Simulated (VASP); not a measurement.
Input of a VASP 6.6.1 run:

File INCAR:

```
PREC = Accurate ; ENCUT = 500
EDIFF = 1E-6 ; ISMEAR = 1
SIGMA = 0.2 ; LREAL = F
LASPH = T ; NELM = 120
ALGO = Normal ; ISIF = 2
LWAVE = F ; LCHARG = F
GGA = PE ; NBANDS = 8
GGA_COMPAT = F
```

KPOINTS

```
Automatic mesh
0
Gamma
  14 14 14
```

POSCAR

```
Si
1.0
   -1.6430241170      1.6430241170      1.3334034245
    1.6430241170     -1.6430241170      1.3334034245
    1.6430241170      1.6430241170     -1.3334034245
Si
1
Direct
    0.0000000000      0.0000000000      0.0000000000
```

Potentials or basis: VASP PAW PBE potentials, release 64 (Si).

The run is started by

```console
$ cat potpaw_PBE.64/Si/POTCAR > POTCAR
$ mpirun -np 1 vasp_std > vasp.out
```

Problem. Estimate the band gap on the k mesh.

Solution. Zero (band 2 reaches 19.70 eV, above the bottom of band 3 at 6.86 eV).

Problem. Predict the pressure.

Solution. 0.4 GPa.

Stress tensor (GPa, compression positive):
```
 1.00  0.00  0.00
 0.00  1.00  0.00
 0.00  0.00 -0.73
```
